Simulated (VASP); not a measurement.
# Si5O (F-43m) in VASP: a series of runs

Runs on Si5O. Level: PBE. Tasks: relaxation of cell and atoms, single point.

Program: VASP 6.6.1. These are calculated values, not measurements. Logs are shortened: lines on timing, memory, paths and dates and some standing lists are left out, and cuts for length are marked.

**1. The cell of the first run**

The structure is cubic, space group F-43m (No. 216). Conventional cell: a = 6.830 Å, b = 6.830 Å, c = 6.830 Å, α = 90.00°, β = 90.00°, γ = 90.00°. Si (site symmetry -43m) has 12 Si at 2.83 Å and 4 O at 2.96 Å within 3.7 Å. Si (site symmetry 3m) has 9 Si at 2.39 to 2.83 Å and 3 O at 2.83 Å within 3.2 Å. O (site symmetry -43m) has 16 Si at 2.83 to 2.96 Å within 3.7 Å.

**2. Relaxation of cell and atoms, PBE**

Input file INCAR:

```
PREC = Accurate
ENCUT = 600
EDIFF = 1E-6
ISMEAR = 0
SIGMA = 0.1
LREAL = F
LASPH = T
NELM = 100
ALGO = Normal
ISIF = 3
LWAVE = F
LCHARG = F
GGA = PE
IBRION = 2
NSW = 90
EDIFFG = -0.04
```

Input file KPOINTS:

```
Automatic mesh
0
Gamma
  4 4 4
```

Input file POSCAR:

```
Si5O
1.0
    0.0000000000      3.4152222700      3.4152222700
    3.4152222700      0.0000000000      3.4152222700
    3.4152222700      3.4152222700      0.0000000000
Si O
5 1
Direct
    0.2500000000      0.2500000000      0.2500000000
    0.1283094900      0.6238968400      0.6238968400
    0.6238968400      0.6238968400      0.6238968400
    0.6238968400      0.6238968400      0.1283094900
    0.6238968400      0.1283094900      0.6238968400
    0.0000000000      0.0000000000      0.0000000000
```

Potentials or basis: VASP PAW PBE potentials, release 64 (Si, O).

Launch:

```sh
$ cat potpaw_PBE.64/Si/POTCAR potpaw_PBE.64/O/POTCAR > POTCAR
$ mpirun -np 1 vasp_std > vasp.out
```

OUTCAR:

```text
PREC = Accurate
   ENCUT = 600
   EDIFF = 1E-6
   ISMEAR = 0
   LREAL = F
   LASPH = T
   NELM = 100
   ISIF = 3
   GGA = PE
   IBRION = 2
   NSW = 90
   EDIFFG = -0.04

 ion  position               nearest neighbor table
   1  0.250  0.250  0.250-   2 2.83   5 2.83   2 2.83   4 2.83   4 2.83   5 2.83   3 2.83   3 2.83
                             3 2.83   2 2.83   4 2.83   5 2.83
   2  0.128  0.624  0.624-   3 2.39   4 2.39   5 2.39   5 2.44   4 2.44   3 2.44   1 2.83   1 2.83
                             1 2.83
   3  0.624  0.624  0.624-   2 2.39   4 2.39   5 2.39   2 2.44   5 2.44   4 2.44   1 2.83   1 2.83
                             1 2.83
   4  0.624  0.624  0.128-   2 2.39   3 2.39   5 2.39   5 2.44   2 2.44   3 2.44   1 2.83   1 2.83
                             1 2.83
   5  0.624  0.128  0.624-   2 2.39   3 2.39   4 2.39   2 2.44   4 2.44   3 2.44   1 2.83   1 2.83
                             1 2.83
   6  0.000  0.000  0.000-

  LATTYP: Found a face centered cubic cell.
 ALAT       =     6.8304445400

  Lattice vectors:

 A1 = (   0.0000000000,   3.4152222700,   3.4152222700)
 A2 = (   3.4152222700,   0.0000000000,   3.4152222700)
 A3 = (   3.4152222700,   3.4152222700,   0.0000000000)

Analysis of symmetry for initial positions (statically):
=====================================================================
 Subroutine PRICEL returns:
 Original cell was already a primitive cell.

 Routine SETGRP: Setting up the symmetry group for a
 face centered cubic supercell.

 Subroutine GETGRP returns: Found 24 space group operations
 (whereof 24 operations were pure point group operations)
 out of a pool of 48 trial point group operations.

The static configuration has the point symmetry T_d .

Analysis of symmetry for dynamics (positions and initial velocities):
=====================================================================
 Subroutine PRICEL returns:
 Original cell was already a primitive cell.

 Routine SETGRP: Setting up the symmetry group for a
 face centered cubic supercell.

 Subroutine GETGRP returns: Found 24 space group operations
 (whereof 24 operations were pure point group operations)
 out of a pool of 48 trial point group operations.

The dynamic configuration has the point symmetry T_d .

 Subroutine INISYM returns: Found 24 space group operations
 (whereof 24 operations are pure point group operations),
 and found     1 'primitive' translations

----------------------------------------------------------------------------------------

                                     Primitive cell

  volume of cell :      79.6686

  direct lattice vectors                    reciprocal lattice vectors
     0.000000000  3.415222270  3.415222270    -0.146403355  0.146403355  0.146403355
     3.415222270  0.000000000  3.415222270     0.146403355 -0.146403355  0.146403355
     3.415222270  3.415222270  0.000000000     0.146403355  0.146403355 -0.146403355

  length of vectors
     4.829853653  4.829853653  4.829853653     0.253578050  0.253578050  0.253578050

  position of ions in fractional coordinates (direct lattice)
     0.250000000  0.250000000  0.250000000
     0.128309490  0.623896840  0.623896840
     0.623896840  0.623896840  0.623896840
     0.623896840  0.623896840  0.128309490
     0.623896840  0.128309490  0.623896840
     0.000000000  0.000000000  0.000000000

  ion indices of the primitive-cell ions
   primitive index   ion index
                 1           1
                 2           2
                 3           3
                 4           4
                 5           5
                 6           6

----------------------------------------------------------------------------------------

 KPOINTS: Automatic mesh

Automatic generation of k-mesh.
 Grid dimensions read from file:
 generate k-points for:    4    4    4

 Generating k-lattice:

  Cartesian coordinates                     Fractional coordinates (reciprocal lattice)
    -0.036600839  0.036600839  0.036600839     0.250000000  0.000000000  0.000000000
     0.036600839 -0.036600839  0.036600839     0.000000000  0.250000000  0.000000000
     0.036600839  0.036600839 -0.036600839     0.000000000  0.000000000  0.250000000

  Length of vectors
     0.063394513  0.063394513  0.063394513

  Shift w.r.t. Gamma in fractional coordinates (k-lattice)
     0.000000000  0.000000000  0.000000000

 Subroutine IBZKPT returns following result:
 ===========================================

 Found      8 irreducible k-points:

 Following reciprocal coordinates:
            Coordinates               Weight
  0.000000  0.000000  0.000000      1.000000
  0.250000  0.000000  0.000000      8.000000
  0.500000  0.000000  0.000000      4.000000
  0.250000  0.250000  0.000000      6.000000
  0.500000  0.250000  0.000000     24.000000
 -0.250000  0.250000  0.000000     12.000000
  0.500000  0.500000  0.000000      3.000000
 -0.250000  0.500000  0.250000      6.000000
   k-points           NKPTS =      8   k-points in BZ     NKDIM =      8   number of bands    NBANDS=     17
   number of dos      NEDOS =    301   number of ions     NIONS =      6
   total plane-waves  NPLWV =  64000
   dimension x,y,z NGX =    40 NGY =   40 NGZ =   40
   dimension x,y,z NGXF=    80 NGYF=   80 NGZF=   80
   ions per type =               5   1
   NGX,Y,Z   is equivalent  to a cutoff of  13.77, 13.77, 13.77 a.u.
   NGXF,Y,Z  is equivalent  to a cutoff of  27.54, 27.54, 27.54 a.u.
 SYSTEM =  unknown system
   PREC   = accura    normal or accurate (medium, high low for compatibility)
   ISTART =      0    job   : 0-new  1-cont  2-samecut
   ICHARG =      2    charge: 1-file 2-atom 10-const
   ISPIN  =      1    spin polarized calculation?
   LNONCOLLINEAR =      F non collinear calculations
   LSORBIT =      F    spin-orbit coupling
   LASPH  =      T    aspherical Exc in radial PAW
   ENCUT  =  600.0 eV  44.10 Ry    6.64 a.u.   9.65  9.65  9.65*2*pi/ulx,y,z
   NELM   =    100;   NELMIN=  2; NELMDL= -5     # of ELM steps
   EDIFF  = 0.1E-05   stopping-criterion for ELM
   LREAL  =      F    real-space projection
   EDIFFG = -.4E-01   stopping-criterion for IOM
   NSW    =     90    number of steps for IOM
   IBRION =      2    ionic relax: 0-MD 1-quasi-New 2-CG
   NFREE  =      1    steps in history (QN), initial steepest desc. (CG)
   ISIF   =      3    stress and relaxation
   ISYM   =      2    0-nonsym 1-usesym 2-fastsym
   POTIM  = 0.5000    time-step for ionic-motion
   TEBEG  =    0.0;   TEEND  =   0.0 temperature during run
   PSTRESS=    0.0 pullay stress
   NELECT =      26.0000    total number of electrons
   NUPDOWN=      -1.0000    fix difference up-down
   EMIN   =  10.00;   EMAX   =-10.00  energy-range for DOS
   EFERMI =   0.00;   METHOD = LEGACY
   ISMEAR =     0;   SIGMA  =   0.10  broadening in eV -4-tet -1-fermi 0-gaus
   EFERMI_NEDOS =   21; number of points for ismear=-14 and -15
   IALGO  =     38    algorithm
   IMIX   =      4    mixing-type and parameters
     AMIX     =   0.40;   BMIX     =  1.00
     AMIX_MAG =   1.60;   BMIX_MAG =  1.00
  volume/ion in A,a.u.               =      13.28        89.60
  Fermi-wavevector in a.u.,A,eV,Ry     =   1.127120  2.129949 17.284847  1.270400
  Thomas-Fermi vector in A             =   2.263805
   LORBIT       =      0    0 simple, 1 ext, 2 COOP (PROOUT), +10 PAW based schemes
   GGA     = PE    functional components
   LHFCALC =     F    Hartree Fock is set to
   AEXX    =    0.0000 exact exchange contribution
   IVDW    =     0    specifies the selected vdW correction
   LEPSILON=     F    determine dielectric tensor
   LRPA    =     F    only Hartree local field effects (RPA)
 conjugate gradient relaxation of ions
 non-spin polarized calculation
 Gauss-broadening in eV      SIGMA  =   0.10
  energy-cutoff  :      600.00
  volume of cell :       79.67
 maximum number of plane-waves:      2698
 NGX is ok and might be reduce to    40
   NGX = 19   NGY = 19   NGZ = 19

--------------------------------------- Ionic step        1  -------------------------------------------

 number of electron      25.9999997 magnetization

 Free energy of the ion-electron system (eV)
  ---------------------------------------------------
  ext. energy  EPLUGINS =         0.00000000
  ---------------------------------------------------
  free energy    TOTEN  =       -27.92228630 eV

  energy without entropy =      -27.89787464  energy(sigma->0) =      -27.91008047

------------------------ aborting loop because EDIFF is reached ----------------------------------------

  FORCE on cell =-STRESS in cart. coord.  units (eV):
  Direction    XX          YY          ZZ          XY          YZ          ZX
  --------------------------------------------------------------------------------------
  -------------------------------------------------------------------------------------
  Total        5.0479570      5.0479570      5.0479570      0.0000000      0.0000000      0.0000000
  in kB      101.5171247    101.5171247    101.5171247      0.0000000      0.0000000      0.0000000
  external PRESSURE =     101.5171247 kB  Pullay stress =       0.0000000 kB
[... 145 lines left out ...]
  energy  without entropy=      -28.1509314830  energy(sigma->0) =      -28.15993268

--------------------------------------- Ionic step        5  -------------------------------------------

 number of electron      26.0000004 magnetization

 Free energy of the ion-electron system (eV)
  ---------------------------------------------------
  ext. energy  EPLUGINS =         0.00000000
  ---------------------------------------------------
  free energy    TOTEN  =       -28.16921315 eV

  energy without entropy =      -28.15116290  energy(sigma->0) =      -28.16018803

 E-fermi :   8.1320     XC(G=0): -10.8164

 val. band max:        8.0531824285   @ k =  -0.2500   0.2500   0.0000
 cond. band min:       8.1969491910   @ k =   0.2500   0.0000   0.0000
 fundamental gap:      0.1437667624
 Fermi energy:         8.1319551147

 k-point     1 :       0.0000    0.0000    0.0000
  band No.  band energies     occupation
      1      -8.4695      2.00000
      2      -4.9952      2.00000
      3       0.6291      2.00000
      4       2.8165      2.00000
      5       3.1019      2.00000
      6       3.1019      2.00000
[... 9 lines left out ...]
     16      10.6092      0.00000
     17      10.6092      0.00000
[... 171 lines left out ...]
  FREE ENERGIE OF THE ION-ELECTRON SYSTEM (eV)
  ---------------------------------------------------
  free  energy   TOTEN  =       -28.1692131534 eV

  energy  without entropy=      -28.1511628966  energy(sigma->0) =      -28.16018803

 reached required accuracy - stopping structural energy minimisation
```

It took 39 s on 1 thread of AMD EPYC 9R45 (Zen 5), shared host; peak memory 0.2 GiB.

What came out:

- Free energy: -28.1692 eV
- Relaxed volume: 14.51 Å³/atom
- Relaxed cell: a = 4.975 Å, b = 4.975 Å, c = 4.975 Å, α = 60.00°, β = 60.00°, γ = 60.00°
- Space group after relaxing (to 0.05 Å): F-43m (No. 216)
- Energy gained by relaxing: 41.2 meV/atom
- Ionic steps: 5
- Pressure after relaxing: -0.1 GPa
- Largest force after relaxing: 0.005 eV/Å
- Band gap on the k mesh: zero (band 13 reaches 8.39 eV, above the bottom of band 14 at 6.43 eV)

Forces on the atoms (eV/Å):
```
Si   0.000  0.000  0.000
Si  -0.003  0.003  0.003
Si  -0.003 -0.003 -0.003
Si   0.003  0.003 -0.003
Si   0.003 -0.003  0.003
O    0.000  0.000  0.000
```

Step by step:
```tsv
step	energy change (eV)	largest force (eV/Å)	pressure (GPa)	volume (Å³)
1	0.0000	0.8182	10.15	79.67
2	-0.2059	0.4693	-2.60	89.77
3	-0.2439	0.1890	0.44	86.61
4	-0.2466	0.0503	-0.20	87.20
5	-0.2469	0.0048	-0.05	87.07
```

Final structure:
```
Si O
1.0
     0.00000    3.51781    3.51781
     3.51781    0.00000    3.51781
     3.51781    3.51781    0.00000
Si O
5 1
Direct
  0.25000 0.25000 0.25000
  0.12276 0.62575 0.62575
  0.62575 0.62575 0.62575
  0.62575 0.62575 0.12276
  0.62575 0.12276 0.62575
  0.00000 0.00000 0.00000
```

Levels at points of the mesh, in eV from the Fermi level:
| k point | band 11 | band 12 | band 13 | band 14 | band 15 | band 16 |
| --- | --- | --- | --- | --- | --- | --- |
| (0.00, 0.00, 0.00) | -2.40 | -2.40 | -2.40 | -1.70 | -1.70 | 2.48 |
| (0.50, 0.00, 0.00) | -1.17 | -1.17 | 0.10 | 0.10 | 0.52 | 2.39 |
| (0.50, 0.50, 0.00) | -0.47 | 0.18 | 0.18 | 0.57 | 1.40 | 1.78 |

Caveat: the k points lie up to 0.39 Å⁻¹ apart in the final cell.

[end of part 1 of 2]
